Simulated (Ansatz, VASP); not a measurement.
**Two plane-wave programs on As**

Contents of INCAR:

```
SYSTEM = As
ALGO = Normal
EDIFF = 1E-6
ENCUT = 500
GGA = CA
GGA_COMPAT = .FALSE.
ISIF = 2
ISMEAR = 1
LASPH = .TRUE.
LCHARG = .TRUE.
LELF = .TRUE.
LREAL = .FALSE.
LVHAR = .TRUE.
LWAVE = .FALSE.
NBANDS = 12
NELM = 120
PREC = Accurate
SIGMA = 0.2
```

Contents of KPOINTS:

```
k-points
0
G
  10 10 10
  0 0 0
```

Contents of POSCAR:

```
As
1.0
    1.8799878575      1.0854114956      3.3276505507
   -1.8799878575      1.0854114956      3.3276505507
    0.0000000000     -2.1708229912      3.3276505507
As
2
Direct
    0.7695128170      0.7695128170      0.7695128170
    0.2304871830      0.2304871830      0.2304871830
```

Input for Ansatz:

```yaml
crystal:
  lattice:
    - [1.8799878575, 1.0854114956, 3.3276505507]
    - [-1.8799878575, 1.0854114956, 3.3276505507]
    - [0.0, -2.1708229912, 3.3276505507]
  atoms:
    - { symbol: As, position: [0.769512817, 0.769512817, 0.769512817] }
    - { symbol: As, position: [0.230487183, 0.230487183, 0.230487183] }
hamiltonian:
  xc: lda
  pseudopotentials:
    kind: paw
    azcp:
      As: "pseudopotentials/As.paw.azcp"
basis:
  ecutwfc: 420
  fft_grid_basis: typed
kpoints:
  mp_grid: { grid: [10, 10, 10], shift: [0, 0, 0] }
magnetization:
  spin_polarized: false
scf:
  occupations: { method: cold, width: 0.2 }
  lower_state_search: "off"
output:
  stress: true
```

Alike in both runs: task single point; functional LDA; k mesh 10 × 10 × 10; no spin polarisation.

|  | VASP | Ansatz |
| --- | --- | --- |
| version | VASP 6.6.1 | Ansatz 0.2.0 |
| potentials or method | VASP PAW LDA potentials, release 64 (As), cutoff 500 eV | plane waves (420 eV) with PAW, scalar-relativistic |
| occupations | methfessel-paxton of order 1, width 0.2 eV | cold, width 0.2 eV |
| valence electrons in the cell | 10 | 30 |

```csv
,VASP,Ansatz,Ansatz less VASP
pressure (GPa),0.5,0.0,-0.46
"traceless stress, the component that is largest in VASP (GPa)",-0.20,-0.02,+0.187
```

Ansatz warns that its potentials were made for another functional, while VASP's fit it. LDA's correlation is that of Perdew and Zunger in VASP and of Perdew and Wang (1992) in Ansatz. VASP's potentials hold 10 valence electrons a cell and Ansatz's 30, so a difference there can come from the potentials and not from the codes.
